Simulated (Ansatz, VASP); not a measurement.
**TePb: VASP beside Ansatz**

POSCAR

```
TePb
1.0
    0.0000000000      3.3322041672      3.3322041672
    3.3322041672      0.0000000000      3.3322041672
    3.3322041672      3.3322041672      0.0000000000
Te Pb
1 1
Direct
    0.5000000000      0.5000000000      0.5000000000
    0.0000000000      0.0000000000      0.0000000000
```

File INCAR.step1:

```
PREC = Accurate ; ENCUT = 550
ISMEAR = 0 ; SIGMA = 0.02
LREAL = F ; LASPH = T
NELM = 120 ; NBANDS = 17
GGA = PE ; ALGO = Normal
EDIFF = 1E-5 ; LWAVE = T
LCHARG = F ; GGA_COMPAT = F
```

File INCAR.step2:

```
PREC = Accurate ; ENCUT = 550
EDIFF = 1E-6 ; ISMEAR = 0
SIGMA = 0.02 ; LREAL = F
LASPH = T ; NELM = 120
ALGO = Normal ; ISIF = 2
LWAVE = F ; LCHARG = F
METAGGA = R2SCAN ; LMIXTAU = T
NBANDS = 17 ; ISTART = 1
GGA_COMPAT = F
```

KPOINTS

```
Automatic mesh
0
Gamma
  8 8 8
```

Input for Ansatz:

```yaml
crystal:
  lattice:
    - [0.0, 3.3322041672, 3.3322041672]
    - [3.3322041672, 0.0, 3.3322041672]
    - [3.3322041672, 3.3322041672, 0.0]
  atoms:
    - { symbol: Te, position: [0.5, 0.5, 0.5] }
    - { symbol: Pb, position: [0.0, 0.0, 0.0] }
basis:
  ecutwfc: 500
kpoints:
  mp_grid: { grid: [8, 8, 8] }
hamiltonian:
  xc: r2scan
scf:
  occupations: { method: gaussian, width: 0.02 }
output:
  forces: true
  stress: true
  eigenvalues: true
```

Alike in both runs: task single point; functional r2SCAN; k mesh 8 × 8 × 8; occupations gaussian, width 0.02 eV; no spin polarisation.

|  | VASP | Ansatz |
| --- | --- | --- |
| version | VASP 6.6.1 | Ansatz 0.2.0 |
| potentials or method | VASP PAW PBE potentials, release 64 (Te, Pb_d), cutoff 550 eV | scalar-relativistic, plane waves, PAW |
| valence electrons in the cell | 20 | 30 |

|  | VASP | Ansatz | Ansatz less VASP |
| --- | --- | --- | --- |
| gap on the k mesh at the Fermi level (eV) | 1.20 | 1.19 | -0.003 |
| least direct gap on the mesh (eV) | 1.20 | 1.19 | -0.003 |
| pressure (GPa) | -2.2 | -2.2 | +0.01 |

VASP's potentials were made for PBE, not for r2SCAN. VASP's potentials hold 20 valence electrons a cell and Ansatz's 30, so a difference there can come from the potentials and not from the codes.

Spin-orbit coupling is off throughout.
